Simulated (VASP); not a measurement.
# ZnSe (P6_3/mmc) in VASP: notebook

Runs on ZnSe. Level: r2SCAN. Tasks: single point.

Program: VASP 6.6.1. These are calculated values, not measurements. Logs are shortened: lines on timing, memory, paths and dates and some standing lists are left out, and cuts for length are marked.

## 1. The cell of the first run

It takes space group P6_3/mmc (No. 194, hexagonal). The conventional cell has a = 3.741 Å, b = 3.741 Å, c = 6.070 Å, α = 90.00°, β = 90.00°, γ = 120.00°. Within 3.5 Å of Zn (site symmetry -3m) lie 6 Se at 2.64 Å and 2 Zn at 3.03 Å. Se (site symmetry -6m2) has 6 Zn at 2.64 Å within 3.5 Å.

## 2. Single point, r2SCAN (volume changed by -3%)

The input, POSCAR:

```
ZnSe
1.0
    3.7414886695      0.0000000000      0.0000000000
   -1.8707443348      3.2402242358      0.0000000000
    0.0000000000      0.0000000000      6.0699548114
Zn Se
2 2
Direct
    0.0000000000      0.0000000000      0.0000000000
    0.0000000000      0.0000000000      0.5000000000
    0.3333333333      0.6666666667      0.2500000000
    0.6666666667      0.3333333333      0.7500000000
```

The input, INCAR.step1:

```
ALGO = Normal
EDIFF = 1E-4
ENCUT = 520
GGA = PE
ISMEAR = -1
LASPH = T
LCHARG = F
LREAL = F
LWAVE = T
NBANDS = 26
NELM = 100
PREC = Accurate
SIGMA = 0.02
```

The input, INCAR.step2:

```
ALGO = Normal
EDIFF = 1E-6
ENCUT = 520
ISIF = 2
ISMEAR = -1
ISTART = 1
LASPH = T
LCHARG = F
LMIXTAU = T
LREAL = F
LWAVE = F
METAGGA = R2SCAN
NBANDS = 26
NELM = 100
PREC = Accurate
SIGMA = 0.02
```

The input, KPOINTS:

```
k-points
0
Gamma
  6 6 4
```

Potentials or basis: VASP PAW PBE potentials, release 64 (Zn, Se).

Started as:

```console
cat potpaw_PBE.64/Zn/POTCAR potpaw_PBE.64/Se/POTCAR > POTCAR
cp INCAR.step1 INCAR
mpirun -np 1 vasp_std > vasp.out
cp INCAR.step2 INCAR
mpirun -np 1 vasp_std > vasp.out
```

OUTCAR:

```text
EDIFF = 1E-6
   ENCUT = 520
   ISIF = 2
   ISMEAR = -1
   ISTART = 1
   LASPH = T
   LREAL = F
   METAGGA = R2SCAN
   NELM = 100
   PREC = Accurate

 ion  position               nearest neighbor table
   1  0.000  0.000  0.000-   3 2.64   4 2.64   4 2.64   3 2.64   4 2.64   3 2.64   2 3.03   2 3.03

   2  0.000  0.000  0.500-   3 2.64   4 2.64   4 2.64   3 2.64   4 2.64   3 2.64   1 3.03   1 3.03

   3  0.333  0.667  0.250-   1 2.64   2 2.64   1 2.64   2 2.64   1 2.64   2 2.64
   4  0.667  0.333  0.750-   1 2.64   2 2.64   1 2.64   2 2.64   1 2.64   2 2.64

  LATTYP: Found a hexagonal cell.
 ALAT       =     3.7414886695
 C/A-ratio  =     1.6223368150

  Lattice vectors:

 A1 = (   3.7414886695,   0.0000000000,   0.0000000000)
 A2 = (  -1.8707443348,   3.2402242358,   0.0000000000)
 A3 = (   0.0000000000,   0.0000000000,   6.0699548114)

Analysis of symmetry for initial positions (statically):
=====================================================================
 Subroutine PRICEL returns:
 Original cell was already a primitive cell.

 Routine SETGRP: Setting up the symmetry group for a
 hexagonal supercell.

 Subroutine GETGRP returns: Found 24 space group operations
 (whereof 12 operations were pure point group operations)
 out of a pool of 24 trial point group operations.

The static configuration has the point symmetry D_3d.
 The point group associated with its full space group is D_6h.

Analysis of symmetry for dynamics (positions and initial velocities):
=====================================================================
 Subroutine PRICEL returns:
 Original cell was already a primitive cell.

 Routine SETGRP: Setting up the symmetry group for a
 hexagonal supercell.

 Subroutine GETGRP returns: Found 24 space group operations
 (whereof 12 operations were pure point group operations)
 out of a pool of 24 trial point group operations.

The dynamic configuration has the point symmetry D_3d.
 The point group associated with its full space group is D_6h.

 Subroutine INISYM returns: Found 24 space group operations
 (whereof 12 operations are pure point group operations),
 and found     1 'primitive' translations

----------------------------------------------------------------------------------------

                                     Primitive cell

  volume of cell :      73.5877

  direct lattice vectors                    reciprocal lattice vectors
     3.741488669  0.000000000  0.000000000     0.267273294  0.154310308  0.000000000
    -1.870744335  3.240224236  0.000000000     0.000000000  0.308620616  0.000000000
     0.000000000  0.000000000  6.069954811     0.000000000  0.000000000  0.164745872

  length of vectors
     3.741488669  3.741488670  6.069954811     0.308620616  0.308620616  0.164745872

  position of ions in fractional coordinates (direct lattice)
     0.000000000  0.000000000  0.000000000
     0.000000000  0.000000000  0.500000000
     0.333333333  0.666666667  0.250000000
     0.666666667  0.333333333  0.750000000

  ion indices of the primitive-cell ions
   primitive index   ion index
                 1           1
                 2           2
                 3           3
                 4           4

----------------------------------------------------------------------------------------

 KPOINTS: k-points

Automatic generation of k-mesh.
 Grid dimensions read from file:
 generate k-points for:    6    6    4

 Generating k-lattice:

  Cartesian coordinates                     Fractional coordinates (reciprocal lattice)
     0.044545549  0.025718385  0.000000000     0.166666667 -0.000000000  0.000000000
     0.000000000  0.051436769  0.000000000     0.000000000  0.166666667  0.000000000
     0.000000000  0.000000000  0.041186468     0.000000000  0.000000000  0.250000000

  Length of vectors
     0.051436769  0.051436769  0.041186468

  Shift w.r.t. Gamma in fractional coordinates (k-lattice)
     0.000000000  0.000000000  0.000000000

 Subroutine IBZKPT returns following result:
 ===========================================

 Found     21 irreducible k-points:

 Following reciprocal coordinates:
            Coordinates               Weight
  0.000000  0.000000  0.000000      1.000000
  0.166667 -0.000000  0.000000      6.000000
  0.333333 -0.000000  0.000000      6.000000
  0.500000  0.000000  0.000000      3.000000
  0.166667  0.166667  0.000000      6.000000
  0.333333  0.166667  0.000000     12.000000
[... 13 lines left out ...]
  0.333333  0.166667  0.500000     12.000000
  0.333333  0.333333  0.500000      2.000000
   k-points           NKPTS =     21   k-points in BZ     NKDIM =     21   number of bands    NBANDS=     26
   number of dos      NEDOS =    301   number of ions     NIONS =      4
   total plane-waves  NPLWV =  37632
   dimension x,y,z NGX =    28 NGY =   28 NGZ =   48
   dimension x,y,z NGXF=    56 NGYF=   56 NGZF=   96
   ions per type =               2   2
   NGX,Y,Z   is equivalent  to a cutoff of  12.44, 12.44, 13.15 a.u.
   NGXF,Y,Z  is equivalent  to a cutoff of  24.88, 24.88, 26.29 a.u.
 SYSTEM =  unknown system
   PREC   = accura    normal or accurate (medium, high low for compatibility)
   ISTART =      1    job   : 0-new  1-cont  2-samecut
   ICHARG =      0    charge: 1-file 2-atom 10-const
   ISPIN  =      1    spin polarized calculation?
   LNONCOLLINEAR =      F non collinear calculations
   LSORBIT =      F    spin-orbit coupling
   LASPH  =      T    aspherical Exc in radial PAW
   ENCUT  =  520.0 eV  38.22 Ry    6.18 a.u.   6.96  6.96 11.29*2*pi/ulx,y,z
   NELM   =    100;   NELMIN=  2; NELMDL=  0     # of ELM steps
   EDIFF  = 0.1E-05   stopping-criterion for ELM
   LREAL  =      F    real-space projection
   EDIFFG = 0.1E-04   stopping-criterion for IOM
   NSW    =      0    number of steps for IOM
   IBRION =     -1    ionic relax: 0-MD 1-quasi-New 2-CG
   NFREE  =      0    steps in history (QN), initial steepest desc. (CG)
   ISIF   =      2    stress and relaxation
   ISYM   =      2    0-nonsym 1-usesym 2-fastsym
   POTIM  = 0.5000    time-step for ionic-motion
   TEBEG  =    0.0;   TEEND  =   0.0 temperature during run
   PSTRESS=    0.0 pullay stress
   NELECT =      36.0000    total number of electrons
   NUPDOWN=      -1.0000    fix difference up-down
   EMIN   =  10.00;   EMAX   =-10.00  energy-range for DOS
   EFERMI =   0.00;   METHOD = LEGACY
   ISMEAR =    -1;   SIGMA  =   0.02  broadening in eV -4-tet -1-fermi 0-gaus
   EFERMI_NEDOS =   21; number of points for ismear=-14 and -15
   IALGO  =     38    algorithm
   IMIX   =      4    mixing-type and parameters
     AMIX     =   0.40;   BMIX     =  1.00
     AMIX_MAG =   1.60;   BMIX_MAG =  1.00
  volume/ion in A,a.u.               =      18.40       124.15
  Fermi-wavevector in a.u.,A,eV,Ry     =   1.289953  2.437658 22.639818  1.663980
  Thomas-Fermi vector in A             =   2.421815
   LORBIT       =      0    0 simple, 1 ext, 2 COOP (PROOUT), +10 PAW based schemes
   METAGGA = R2SCAN    functional components
   LHFCALC =     F    Hartree Fock is set to
   AEXX    =    0.0000 exact exchange contribution
   IVDW    =     0    specifies the selected vdW correction
   LEPSILON=     F    determine dielectric tensor
   LRPA    =     F    only Hartree local field effects (RPA)
 non-spin polarized calculation
  energy-cutoff  :      520.00
  volume of cell :       73.59
 maximum number of plane-waves:      1996
 NGX is ok and might be reduce to    28
   NGX = 13   NGY = 13   NGZ = 23

 number of electron      36.0000032 magnetization

 Free energy of the ion-electron system (eV)
  ---------------------------------------------------
  ext. energy  EPLUGINS =         0.00000000
  ---------------------------------------------------
  free energy    TOTEN  =       -48.44892011 eV

  energy without entropy =      -48.44767101  energy(sigma->0) =      -48.44829556

 E-fermi :   3.3624     XC(G=0): -11.2301

 val. band max:        3.3453220857   @ k =   0.1667  -0.0000   0.0000
 cond. band min:       4.5028590634   @ k =   0.3333   0.3333   0.2500
 fundamental gap:      1.1575369777
 Fermi energy:         3.3624237264

 k-point     1 :       0.0000    0.0000    0.0000
  band No.  band energies     occupation
      1     -11.3154      2.00000
      2      -9.7382      2.00000
      3      -4.1564      2.00000
      4      -3.9312      2.00000
      5      -3.9312      2.00000
      6      -3.8077      2.00000
[... 18 lines left out ...]
     25      11.8495      0.00000
     26      11.9456      0.00000

 k-point     2 :       0.1667   -0.0000    0.0000
  band No.  band energies     occupation
      1     -11.0448      2.00000
      2      -9.6423      2.00000
      3      -3.9314      2.00000
      4      -3.9208      2.00000
      5      -3.8315      2.00000
      6      -3.8031      2.00000
[... 18 lines left out ...]
     25      11.3327      0.00000
     26      12.2755      0.00000

 k-point     3 :       0.3333   -0.0000    0.0000
  band No.  band energies     occupation
      1     -10.3527      2.00000
      2      -9.4862      2.00000
      3      -3.9606      2.00000
      4      -3.9304      2.00000
      5      -3.8289      2.00000
      6      -3.7216      2.00000
[... 18 lines left out ...]
     25      12.5882      0.00000
     26      13.5290      0.00000

 k-point     4 :       0.5000    0.0000    0.0000
  band No.  band energies     occupation
      1      -9.7549      2.00000
      2      -9.5720      2.00000
      3      -4.3011      2.00000
      4      -3.9472      2.00000
      5      -3.8853      2.00000
      6      -3.7439      2.00000
[... 18 lines left out ...]
     25      12.8397      0.00000
     26      15.4060      0.00000
[... 409 lines left out ...]
      1     -10.0827      2.00000
      2     -10.0827      2.00000
      3      -3.8789      2.00000
      4      -3.8789      2.00000
      5      -3.7677      2.00000
      6      -3.7677      2.00000
[... 18 lines left out ...]
     25      12.4700      0.00000
     26      12.4700      0.00000

 k-point    20 :       0.3333    0.1667    0.5000
  band No.  band energies     occupation
      1      -9.6586      2.00000
      2      -9.6586      2.00000
      3      -3.8376      2.00000
      4      -3.8376      2.00000
      5      -3.7740      2.00000
      6      -3.7740      2.00000
[... 18 lines left out ...]
     25      13.7189      0.00000
     26      13.7189      0.00000

 k-point    21 :       0.3333    0.3333    0.5000
  band No.  band energies     occupation
      1      -9.5085      2.00000
      2      -9.5085      2.00000
      3      -3.8847      2.00000
      4      -3.8847      2.00000
      5      -3.6569      2.00000
      6      -3.6569      2.00000
[... 18 lines left out ...]
     25      13.5300      0.00000
     26      13.5300      0.00000

------------------------ aborting loop because EDIFF is reached ----------------------------------------

  FORCE on cell =-STRESS in cart. coord.  units (eV):
  Direction    XX          YY          ZZ          XY          YZ          ZX
  --------------------------------------------------------------------------------------
  -------------------------------------------------------------------------------------
  Total        1.2330359      1.2330359      1.4020832     -0.0000000      0.0000000      0.0000000
  in kB       26.8461094     26.8461094     30.5266683     -0.0000000      0.0000000      0.0000000
  external PRESSURE =      28.0729624 kB  Pullay stress =       0.0000000 kB

 VOLUME and BASIS-vectors are now :
 -----------------------------------------------------------------------------
  energy-cutoff  :      520.00
  volume of cell :       73.59
      direct lattice vectors                 reciprocal lattice vectors
     3.741488669  0.000000000  0.000000000     0.267273294  0.154310308  0.000000000
    -1.870744335  3.240224236  0.000000000     0.000000000  0.308620616  0.000000000
     0.000000000  0.000000000  6.069954811     0.000000000  0.000000000  0.164745872

 POSITION                                       TOTAL-FORCE (eV/Angst)
 -----------------------------------------------------------------------------------
      0.00000      0.00000      0.00000         0.000000      0.000000      0.000000
      0.00000      0.00000      3.03498         0.000000      0.000000      0.000000
     -0.00000      2.16015      1.51749        -0.000000      0.000000     -0.000000
      1.87074      1.08007      4.55247         0.000000     -0.000000      0.000000
 -----------------------------------------------------------------------------------
    total drift:                               -0.000000     -0.000000      0.000000

  FREE ENERGIE OF THE ION-ELECTRON SYSTEM (eV)
  ---------------------------------------------------
  free  energy   TOTEN  =       -48.4489201101 eV

  energy  without entropy=      -48.4476710137  energy(sigma->0) =      -48.44829556
```

It took 2.5 min on 1 thread of Intel Xeon Platinum 8259CL at 2.50GHz (Skylake/Cascade Lake), shared host; peak memory 0.21 GiB.

What came out:

```
Free energy            : -48.4489 eV
Pressure               : 2.8 GPa
Band gap on the k mesh : zero (band 18 reaches 3.35 eV, above the bottom of band 19 at 3.31 eV)
```

Stress tensor (GPa, compression positive):
```
2.68 0.00 0.00
0.00 2.68 0.00
0.00 0.00 3.05
```

Caveat: the PAW data sets were made with another functional, which shifts forces and pressure a little.

(Continued in part 2 of 2.)
